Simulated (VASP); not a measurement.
Here is a VASP 6.6.1 calculation.

Contents of INCAR:

```
PREC = Accurate ; ENCUT = 520
EDIFF = 1E-7 ; ISMEAR = -1
SIGMA = 0.02 ; LREAL = False
LASPH = True ; NELM = 100
ALGO = Normal ; ISIF = 2
LWAVE = False ; LCHARG = False
GGA = PS ; NBANDS = 48
```

KPOINTS

```
Automatic mesh
0
Gamma
  6 6 4
```

File POSCAR:

```
TiSi3O8
1.0
    3.0125911146     -3.0605411510      0.0000000000
    3.0125911146      3.0605411510      0.0000000000
    0.0000000000      0.0000000000      5.5106259327
Si Ti O
3 1 8
Direct
    0.5000000000      0.5000000000      0.2554472189
    0.5000000000      0.5000000000      0.7445527811
    0.0000000000      0.0000000000      0.5000000000
    0.0000000000      0.0000000000      0.0000000000
    0.2006940939      0.2006940939      0.2671730194
    0.7993059061      0.7993059061      0.2671730194
    0.6820836150      0.3179163850      0.0000000000
    0.3179163850      0.6820836150      0.0000000000
    0.2006940939      0.2006940939      0.7328269806
    0.7993059061      0.7993059061      0.7328269806
    0.6946981974      0.3053018026      0.5000000000
    0.3053018026      0.6946981974      0.5000000000
```

Potentials or basis: VASP PAW PBE potentials, release 64 (Si, Ti_sv, O).

Launch:

```console
$ cat potpaw_PBE.64/Si/POTCAR potpaw_PBE.64/Ti_sv/POTCAR potpaw_PBE.64/O/POTCAR > POTCAR
$ mpirun -np 1 vasp_std > vasp.out
```

Task: What does it give for the pressure?

Result: 0.6 GPa.

Task: Predict the largest force.

Result: 0.039 eV/Å.

Task: What does it give for the band gap on the k mesh?

Result: 1.72 eV, direct.

Stress tensor (GPa, compression positive):
```
0.50 0.00 0.00
0.00 0.34 0.00
0.00 0.00 1.06
```

Caveat: the PAW data sets were made with another functional, which shifts forces and pressure a little. PBEsol gaps usually lie below the measured ones, often by a third to a half.
